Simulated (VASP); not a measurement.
Wanted: the native input for a VASP 6.6.1 run.

```yaml
Task: G0W0 quasiparticle levels
Functional: PBE
Potentials_or_basis: VASP PAW PBE potentials, release 64 (C_GW)
Cutoff: 500 eV
k_mesh: 2 × 2 × 2
Occupations: gaussian, width 0.01 eV
Spin: no spin polarisation
Dipole_correction: no
GW_scheme: G0W0
GW_iterations: 1
Cutoff_of_the_response_function: 113.3
Frequency_points: 48
Empty_bands: 53
Further_INCAR_settings: ALGO = EVGW0; EDIFF = 1e-08; NBANDS = 57
```

The system is C.

```
CELL_PARAMETERS angstrom
0.00000 1.78350 1.78350
1.78350 0.00000 1.78350
1.78350 1.78350 0.00000
ATOMIC_POSITIONS crystal
C 0.00000 0.00000 0.00000
C 0.25000 0.25000 0.25000
```

One way to write it, as run:

POSCAR

```
C
1.0
    0.0000000000      1.7835000000      1.7835000000
    1.7835000000      0.0000000000      1.7835000000
    1.7835000000      1.7835000000      0.0000000000
C
2
Direct
    0.0000000000      0.0000000000      0.0000000000
    0.2500000000      0.2500000000      0.2500000000
```

INCAR.step1

```
PREC = Accurate
ENCUT = 500
EDIFF = 1E-8
ISMEAR = 0
SIGMA = 0.01
LREAL = F
LASPH = T
NELM = 60
ALGO = Normal
LWAVE = T
LCHARG = F
GGA = PE
```

INCAR.step2

```
PREC = Accurate
ENCUT = 500
EDIFF = 1E-8
ISMEAR = 0
SIGMA = 0.01
LREAL = F
LASPH = T
NELM = 1
ALGO = Exact
LWAVE = T
LCHARG = F
GGA = PE
NBANDS = 57
LOPTICS = T
ISTART = 1
```

INCAR.step3

```
PREC = Accurate
ENCUT = 500
EDIFF = 1E-8
ISMEAR = 0
SIGMA = 0.01
LREAL = F
LASPH = T
ALGO = EVGW0
LWAVE = F
LCHARG = F
GGA = PE
NELMGW = 1
NBANDS = 57
ENCUTGW = 113.3
NOMEGA = 48
PRECFOCK = Fast
ISTART = 1
NBANDSGW = 12
```

KPOINTS

```
Automatic mesh
0
Gamma
  2 2 2
```

Potentials or basis: VASP PAW PBE potentials, release 64 (C_GW).

The run is started by

```console
$ cat potpaw_PBE.64/C_GW/POTCAR > POTCAR
$ cp INCAR.step1 INCAR
$ mpirun -np 1 vasp_std > vasp.out
$ cp INCAR.step2 INCAR
$ mpirun -np 1 vasp_std > vasp.out
$ cp INCAR.step3 INCAR
$ mpirun -np 1 vasp_std > vasp.out
```

Results of the run:

```
Band gap on the k mesh, mean-field level : 4.56 eV, indirect (least direct gap 5.50 eV)
Quasiparticle gap                        : 5.17 eV
Least direct quasiparticle gap           : 6.83 eV
```

Caveat: the k points lie up to 1.53 Å⁻¹ apart; bands, screening cutoff and mesh are small and nothing is extrapolated, so the quasiparticle values aren't converged.

Wall time 6.6 s on 1 thread of Intel Xeon 8259CL (shared host), peak memory 0.12 GiB.
